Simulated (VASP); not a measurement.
# Lu (P6_3/mmc) in VASP: a series of runs

The runs below take Lu through single point, relaxation of shape and atoms at fixed volume, with PBE.

Everything below comes from runs of VASP 6.6.1. Logs are shortened: lines on timing, memory, paths and dates and some standing lists are left out, and cuts for length are marked.

## 1. The cell of the first run

Symmetry: P6_3/mmc, No. 194, hexagonal system. The conventional cell has a = 3.542 Å, b = 3.542 Å, c = 5.515 Å, α = 90.00°, β = 90.00°, γ = 120.00°. Within 4.5 Å of Lu (site symmetry -6m2) lie 12 Lu at 3.43 to 3.54 Å.

## 2. Single point, PBE (volume scaled by 1.03, then relaxed in part)

INCAR

```
PREC = Accurate ; ENCUT = 520
EDIFF = 1E-7 ; ISMEAR = 0
SIGMA = 0.1 ; LREAL = F
LASPH = T ; NELM = 80
ALGO = Fast ; ISIF = 2
LWAVE = F ; LCHARG = F
GGA = PE ; NBANDS = 32
```

KPOINTS

```
regular mesh
0
Gamma
  15 15 8
```

POSCAR

```
Lu
1.0
    3.5417902132      0.0000000000      0.0000000000
   -1.7708951066      3.0672802995      0.0000000000
    0.0000000000      0.0000000000      5.5154078794
Lu
2
Direct
    0.3333333333      0.6666666667      0.2500000000
    0.6666666667      0.3333333333      0.7500000000
```

Potentials or basis: VASP PAW PBE potentials, release 64 (Lu).

On the command line:

```console
cat potpaw_PBE.64/Lu/POTCAR > POTCAR
mpirun -np 1 vasp_std > vasp.out
```

OUTCAR:

```text
PREC = Accurate
   ENCUT = 520
   EDIFF = 1E-7
   ISMEAR = 0
   LREAL = F
   LASPH = T
   NELM = 80
   ISIF = 2
   GGA = PE

 ion  position               nearest neighbor table
   1  0.333  0.667  0.250-   2 3.43   2 3.43   2 3.43   2 3.43   2 3.43   2 3.43
   2  0.667  0.333  0.750-   1 3.43   1 3.43   1 3.43   1 3.43   1 3.43   1 3.43

  LATTYP: Found a hexagonal cell.
 ALAT       =     3.5417902132
 C/A-ratio  =     1.5572373143

  Lattice vectors:

 A1 = (   3.5417902132,   0.0000000000,   0.0000000000)
 A2 = (  -1.7708951066,   3.0672802995,   0.0000000000)
 A3 = (   0.0000000000,   0.0000000000,   5.5154078794)

Analysis of symmetry for initial positions (statically):
=====================================================================
 Subroutine PRICEL returns:
 Original cell was already a primitive cell.

 Routine SETGRP: Setting up the symmetry group for a
 hexagonal supercell.

 Subroutine GETGRP returns: Found 24 space group operations
 (whereof 12 operations were pure point group operations)
 out of a pool of 24 trial point group operations.

The static configuration has the point symmetry D_3d.
 The point group associated with its full space group is D_6h.

Analysis of symmetry for dynamics (positions and initial velocities):
=====================================================================
 Subroutine PRICEL returns:
 Original cell was already a primitive cell.

 Routine SETGRP: Setting up the symmetry group for a
 hexagonal supercell.

 Subroutine GETGRP returns: Found 24 space group operations
 (whereof 12 operations were pure point group operations)
 out of a pool of 24 trial point group operations.

The dynamic configuration has the point symmetry D_3d.
 The point group associated with its full space group is D_6h.

 Subroutine INISYM returns: Found 24 space group operations
 (whereof 12 operations are pure point group operations),
 and found     1 'primitive' translations

----------------------------------------------------------------------------------------

                                     Primitive cell

  volume of cell :      59.9175

  direct lattice vectors                    reciprocal lattice vectors
     3.541790213  0.000000000  0.000000000     0.282343092  0.163010860  0.000000000
    -1.770895107  3.067280300  0.000000000     0.000000000  0.326021720  0.000000000
     0.000000000  0.000000000  5.515407879     0.000000000  0.000000000  0.181310253

  length of vectors
     3.541790213  3.541790213  5.515407879     0.326021720  0.326021720  0.181310253

  position of ions in fractional coordinates (direct lattice)
     0.333333333  0.666666667  0.250000000
     0.666666667  0.333333333  0.750000000

  ion indices of the primitive-cell ions
   primitive index   ion index
                 1           1
                 2           2

----------------------------------------------------------------------------------------

 KPOINTS: regular mesh

Automatic generation of k-mesh.
 Grid dimensions read from file:
 generate k-points for:   15   15    8

 Generating k-lattice:

  Cartesian coordinates                     Fractional coordinates (reciprocal lattice)
     0.018822873  0.010867391  0.000000000     0.066666667  0.000000000  0.000000000
     0.000000000  0.021734781  0.000000000     0.000000000  0.066666667  0.000000000
     0.000000000  0.000000000  0.022663782     0.000000000  0.000000000  0.125000000

  Length of vectors
     0.021734781  0.021734781  0.022663782

  Shift w.r.t. Gamma in fractional coordinates (k-lattice)
     0.000000000  0.000000000  0.000000000

 Subroutine IBZKPT returns following result:
 ===========================================

 Found    135 irreducible k-points:

 Following reciprocal coordinates:
            Coordinates               Weight
  0.000000  0.000000  0.000000      1.000000
  0.066667  0.000000  0.000000      6.000000
  0.133333  0.000000  0.000000      6.000000
  0.200000  0.000000  0.000000      6.000000
  0.266667  0.000000  0.000000      6.000000
  0.333333  0.000000  0.000000      6.000000
[... 16 lines left out ...]
  0.333333  0.200000  0.000000     12.000000
  0.400000  0.200000  0.000000      6.000000
 [... further k-points ...]
   k-points           NKPTS =    135   k-points in BZ     NKDIM =    135   number of bands    NBANDS=     32
   number of dos      NEDOS =    301   number of ions     NIONS =      2
   total plane-waves  NPLWV =  32928
   dimension x,y,z NGX =    28 NGY =   28 NGZ =   42
   dimension x,y,z NGXF=    56 NGYF=   56 NGZF=   84
   ions per type =               2
   NGX,Y,Z   is equivalent  to a cutoff of  13.14, 13.14, 12.66 a.u.
   NGXF,Y,Z  is equivalent  to a cutoff of  26.29, 26.29, 25.32 a.u.
 SYSTEM =  unknown system
   PREC   = accura    normal or accurate (medium, high low for compatibility)
   ISTART =      0    job   : 0-new  1-cont  2-samecut
   ICHARG =      2    charge: 1-file 2-atom 10-const
   ISPIN  =      1    spin polarized calculation?
   LNONCOLLINEAR =      F non collinear calculations
   LSORBIT =      F    spin-orbit coupling
   LASPH  =      T    aspherical Exc in radial PAW
   ENCUT  =  520.0 eV  38.22 Ry    6.18 a.u.   6.59  6.59 10.26*2*pi/ulx,y,z
   NELM   =     80;   NELMIN=  2; NELMDL= -5     # of ELM steps
   EDIFF  = 0.1E-06   stopping-criterion for ELM
   LREAL  =      F    real-space projection
   EDIFFG = 0.1E-05   stopping-criterion for IOM
   NSW    =      0    number of steps for IOM
   IBRION =     -1    ionic relax: 0-MD 1-quasi-New 2-CG
   NFREE  =      0    steps in history (QN), initial steepest desc. (CG)
   ISIF   =      2    stress and relaxation
   ISYM   =      2    0-nonsym 1-usesym 2-fastsym
   POTIM  = 0.5000    time-step for ionic-motion
   TEBEG  =    0.0;   TEEND  =   0.0 temperature during run
   PSTRESS=    0.0 pullay stress
   NELECT =      50.0000    total number of electrons
   NUPDOWN=      -1.0000    fix difference up-down
   EMIN   =  10.00;   EMAX   =-10.00  energy-range for DOS
   EFERMI =   0.00;   METHOD = LEGACY
   ISMEAR =     0;   SIGMA  =   0.10  broadening in eV -4-tet -1-fermi 0-gaus
   EFERMI_NEDOS =   21; number of points for ismear=-14 and -15
   IALGO  =     68    algorithm
   IMIX   =      4    mixing-type and parameters
     AMIX     =   0.40;   BMIX     =  1.00
     AMIX_MAG =   1.60;   BMIX_MAG =  1.00
  volume/ion in A,a.u.               =      29.96       202.17
  Fermi-wavevector in a.u.,A,eV,Ry     =   1.541275  2.912588 32.321037  2.375529
  Thomas-Fermi vector in A             =   2.647244
   LORBIT       =      0    0 simple, 1 ext, 2 COOP (PROOUT), +10 PAW based schemes
   GGA     = PE    functional components
   LHFCALC =     F    Hartree Fock is set to
   AEXX    =    0.0000 exact exchange contribution
   IVDW    =     0    specifies the selected vdW correction
   LEPSILON=     F    determine dielectric tensor
   LRPA    =     F    only Hartree local field effects (RPA)
 non-spin polarized calculation
 RMM-DIIS sequential band-by-band and
 Gauss-broadening in eV      SIGMA  =   0.10
  energy-cutoff  :      520.00
  volume of cell :       59.92
 maximum number of plane-waves:      1643
 NGX is ok and might be reduce to    28
   NGX = 13   NGY = 13   NGZ = 21

 number of electron      49.9999980 magnetization

 Free energy of the ion-electron system (eV)
  ---------------------------------------------------
  ext. energy  EPLUGINS =         0.00000000
  ---------------------------------------------------
  free energy    TOTEN  =        -9.04456969 eV

  energy without entropy =       -9.02632394  energy(sigma->0) =       -9.03544681

 E-fermi :   2.1071     XC(G=0): -10.5298

 val. band max:        2.0984604808   @ k =   0.3333   0.0000   0.3750
 cond. band min:       2.1179051952   @ k =   0.2667   0.1333   0.3750
 fundamental gap:      0.0194447144
 Fermi energy:         2.1071437519

 k-point     1 :       0.0000    0.0000    0.0000
  band No.  band energies     occupation
      1     -54.1457      2.00000
      2     -54.1140      2.00000
      3     -25.0600      2.00000
      4     -24.6729      2.00000
      5     -24.6729      2.00000
      6     -24.5941      2.00000
[... 24 lines left out ...]
     31       5.4712      0.00000
     32       5.4712      0.00000

 k-point     2 :       0.0667    0.0000    0.0000
  band No.  band energies     occupation
      1     -54.1448      2.00000
      2     -54.1137      2.00000
      3     -25.0536      2.00000
      4     -24.6854      2.00000
      5     -24.6773      2.00000
      6     -24.6075      2.00000
[... 24 lines left out ...]
     31       5.3167      0.00000
     32       5.3634      0.00000

 k-point     3 :       0.1333    0.0000    0.0000
  band No.  band energies     occupation
      1     -54.1422      2.00000
      2     -54.1129      2.00000
      3     -25.0347      2.00000
      4     -24.7211      2.00000
      5     -24.6896      2.00000
      6     -24.6449      2.00000
[... 24 lines left out ...]
     31       5.2659      0.00000
     32       5.3609      0.00000

 k-point     4 :       0.2000    0.0000    0.0000
  band No.  band energies     occupation
      1     -54.1383      2.00000
      2     -54.1119      2.00000
      3     -25.0051      2.00000
      4     -24.7738      2.00000
      5     -24.7072      2.00000
      6     -24.6988      2.00000
[... 24 lines left out ...]
     31       5.6621      0.00000
     32       5.8051      0.00000

 k-point     5 :       0.2667    0.0000    0.0000
  band No.  band energies     occupation
      1     -54.1336      2.00000
      2     -54.1110      2.00000
      3     -24.9675      2.00000
      4     -24.8347      2.00000
      5     -24.7588      2.00000
      6     -24.7267      2.00000
[... 584 lines left out ...]
     31       6.6884      0.00000
     32       7.5767      0.00000

 k-point    22 :       0.2667    0.2000    0.0000
  band No.  band energies     occupation
      1     -54.1233      2.00000
      2     -54.1106      2.00000
      3     -24.9006      2.00000
      4     -24.8748      2.00000
      5     -24.8627      2.00000
      6     -24.7690      2.00000
[... 24 lines left out ...]
     31       7.0499      0.00000
     32       8.2738      0.00000

 k-point    23 :       0.3333    0.2000    0.0000
  band No.  band energies     occupation
      1     -54.1199      2.00000
      2     -54.1113      2.00000
      3     -24.9286      2.00000
      4     -24.8609      2.00000
      5     -24.8383      2.00000
      6     -24.7998      2.00000
[... 24 lines left out ...]
     31       7.3309      0.00000
     32       8.3808      0.00000

 k-point    24 :       0.4000    0.2000    0.0000
  band No.  band energies     occupation
      1     -54.1183      2.00000
      2     -54.1119      2.00000
      3     -24.9383      2.00000
      4     -24.8552      2.00000
      5     -24.8206      2.00000
      6     -24.8161      2.00000
[... 24 lines left out ...]
     31       7.5019      0.00000
     32       8.1991      0.00000

 [... further k-points ...]
[... 5 lines left out ...]
  --------------------------------------------------------------------------------------
  -------------------------------------------------------------------------------------
  Total       -0.4929636     -0.4929636     -0.4684388      0.0000000      0.0000000      0.0000000
  in kB      -13.1817013    -13.1817013    -12.5259177      0.0000000      0.0000000      0.0000000
  external PRESSURE =     -12.9631068 kB  Pullay stress =       0.0000000 kB

 VOLUME and BASIS-vectors are now :
 -----------------------------------------------------------------------------
  energy-cutoff  :      520.00
  volume of cell :       59.92
      direct lattice vectors                 reciprocal lattice vectors
     3.541790213  0.000000000  0.000000000     0.282343092  0.163010860  0.000000000
    -1.770895107  3.067280300  0.000000000     0.000000000  0.326021720  0.000000000
     0.000000000  0.000000000  5.515407879     0.000000000  0.000000000  0.181310253

 POSITION                                       TOTAL-FORCE (eV/Angst)
 -----------------------------------------------------------------------------------
     -0.00000      2.04485      1.37885        -0.000000     -0.000000      0.000000
      1.77090      1.02243      4.13656         0.000000      0.000000      0.000000
 -----------------------------------------------------------------------------------
    total drift:                               -0.000000      0.000000     -0.000000

  FREE ENERGIE OF THE ION-ELECTRON SYSTEM (eV)
  ---------------------------------------------------
  free  energy   TOTEN  =        -9.0445696863 eV

  energy  without entropy=       -9.0263239376  energy(sigma->0) =       -9.03544681
```

Wall time 5.5 min (1 thread of Intel Xeon 6975P-C (Granite Rapids), shared host); peak memory 0.35 GiB.

What came out:

```
Free energy            : -9.0446 eV
Pressure               : -1.3 GPa
Band gap on the k mesh : zero (band 25 reaches 3.33 eV, above the bottom of band 26 at 1.50 eV)
```

Caveat: spin-orbit coupling is left out, which moves the levels of the heavy elements.

## 3. Relaxation of shape and atoms at fixed volume, PBE (volume scaled by 0.97)

INCAR

```
SYSTEM = Lu
  PREC = Accurate
  ENCUT = 600
  EDIFF = 1E-6
  ISMEAR = 0
  SIGMA = 0.1
  LREAL = .FALSE.
  LASPH = .TRUE.
  NELM = 60
  ALGO = Fast
  ISIF = 4
  LWAVE = .FALSE.
  LCHARG = .FALSE.
  GGA = PE
  IBRION = 2
  NSW = 50
  EDIFFG = -0.01
```

KPOINTS

```
regular mesh
0
G
  15 15 8
  0 0 0
```

POSCAR

```
Lu
1.0
    3.4716372270      0.0000000000      0.0000000000
   -1.7358186135      3.0065260313      0.0000000000
    0.0000000000      0.0000000000      5.4061630316
Lu
2
Direct
    0.3333333333      0.6666666667      0.2500000000
    0.6666666667      0.3333333333      0.7500000000
```

Potentials or basis: VASP PAW PBE potentials, release 64 (Lu).

On the command line:

```console
cat potpaw_PBE.64/Lu/POTCAR > POTCAR
mpirun -np 1 vasp_std > vasp.out
```

It took 14 min on 1 thread of Oxide Virtual Turin-like, shared host; peak memory 0.34 GiB.

It converged, with:

| Item | Value |
| --- | --- |
| Free energy | -9.0401 eV |
| Pressure after relaxing | 1.4 GPa |
| Band gap on the k mesh | zero (band 25 reaches 3.60 eV, above the bottom of band 26 at 1.70 eV) |

Final structure:
```cif
data_structure
_symmetry_space_group_name_H-M 'P 1'
_symmetry_Int_Tables_number 1
_cell_length_a 3.4716
_cell_length_b 3.4716
_cell_length_c 5.4062
_cell_angle_alpha 90.000
_cell_angle_beta 90.000
_cell_angle_gamma 120.000
_cell_volume 56.43
loop_
_atom_site_label
_atom_site_type_symbol
_atom_site_fract_x
_atom_site_fract_y
_atom_site_fract_z
_atom_site_occupancy
Lu1 Lu 0.33333 0.66667 0.25000 1
Lu2 Lu 0.66667 0.33333 0.75000 1
```

Levels at points of the mesh, in eV from the Fermi level:
```csv
k point,band 23,band 24,band 25,band 26,band 27,band 28
"(0.00, 0.00, 0.00)",-4.79,-2.43,0.80,2.22,2.22,2.70
"(0.00, 0.00, 0.50)",-4.37,-4.37,1.26,1.26,2.12,2.12
```

Caveat: the relaxation stopped at its first step, so nothing moved; spin-orbit coupling is left out, which moves the levels of the heavy elements.

## 4. Relaxation of shape and atoms at fixed volume, PBE (volume scaled by 1.03)

INCAR

```
ALGO = Fast
EDIFF = 1E-7
EDIFFG = -0.01
ENCUT = 600
GGA = PE
IBRION = 2
ISIF = 4
ISMEAR = 0
LASPH = True
LCHARG = False
LREAL = False
LWAVE = False
NELM = 100
NSW = 50
PREC = Accurate
SIGMA = 0.1
```

KPOINTS

```
k-points
0
Gamma
  15 15 8
```

POSCAR

```
Lu
1.0
    3.5417902132      0.0000000000      0.0000000000
   -1.7708951066      3.0672802995      0.0000000000
    0.0000000000      0.0000000000      5.5154078794
Lu
2
Direct
    0.3333333333      0.6666666667      0.2500000000
    0.6666666667      0.3333333333      0.7500000000
```

On the command line:

```console
cat potpaw_PBE.64/Lu/POTCAR > POTCAR
mpirun -np 1 vasp_std > vasp.out
```

It took 23 min on 1 thread of Oxide Virtual Turin-like, shared host; peak memory 0.36 GiB.

Results (log left out):

| Item | Value |
| --- | --- |
| Free energy | -9.0450 eV |
| Pressure after relaxing | -1.6 GPa |
| Band gap on the k mesh | zero (band 25 reaches 3.33 eV, above the bottom of band 26 at 1.50 eV) |

Final structure:
```yaml
crystal:
  lattice:
    - [3.54179, 0.00000, 0.00000]
    - [-1.77090, 3.06728, 0.00000]
    - [0.00000, 0.00000, 5.51541]
  atoms:
    - { symbol: Lu, position: [0.33333, 0.66667, 0.25000] }
    - { symbol: Lu, position: [0.66667, 0.33333, 0.75000] }
```

Levels at points of the mesh, in eV from the Fermi level:
| k point | band 21 | band 22 | band 23 | band 24 | band 25 | band 26 | band 27 | band 28 | band 29 | band 30 |
| --- | --- | --- | --- | --- | --- | --- | --- | --- | --- | --- |
| (0.00, 0.00, 0.00) | -4.93 | -4.92 | -4.91 | -2.33 | 0.61 | 2.16 | 2.16 | 2.61 | 2.88 | 2.91 |
| (0.00, 0.00, 0.50) | -4.91 | -4.91 | -4.31 | -4.31 | 1.23 | 1.23 | 2.07 | 2.07 | 2.07 | 2.07 |

Caveat: the relaxation stopped at its first step, so nothing moved; spin-orbit coupling is left out, which moves the levels of the heavy elements.

## 5. The runs side by side

| task | cell | cutoff (eV) | gap on the mesh (eV) | pressure (GPa) |
| --- | --- | --- | --- | --- |
| single point | a = 3.542, b = 3.542, c = 5.515 Å, angles 90.0, 90.0, 120.0°, 2 atoms | 520 | none | -1.3 |
| relaxation of shape and atoms at fixed volume | relaxed from a = 3.472, b = 3.472, c = 5.406 Å, angles 90.0, 90.0, 120.0°, 2 atoms | 600 | none | 1.4 |
| relaxation of shape and atoms at fixed volume | relaxed from a = 3.542, b = 3.542, c = 5.515 Å, angles 90.0, 90.0, 120.0°, 2 atoms | 600 | none | -1.6 |

Alike in all rows: level PBE; potentials or basis VASP PAW PBE potentials, release 64 (Lu); no spin polarisation; k mesh 15 × 15 × 8; smearing gaussian 0.1 eV.

Caveats: spin-orbit coupling is left out, which moves the levels of the heavy elements; the relaxation stopped at its first step, so nothing moved (some runs).

Total energies depend on the potentials used, so only differences within one code and one set of settings carry meaning.
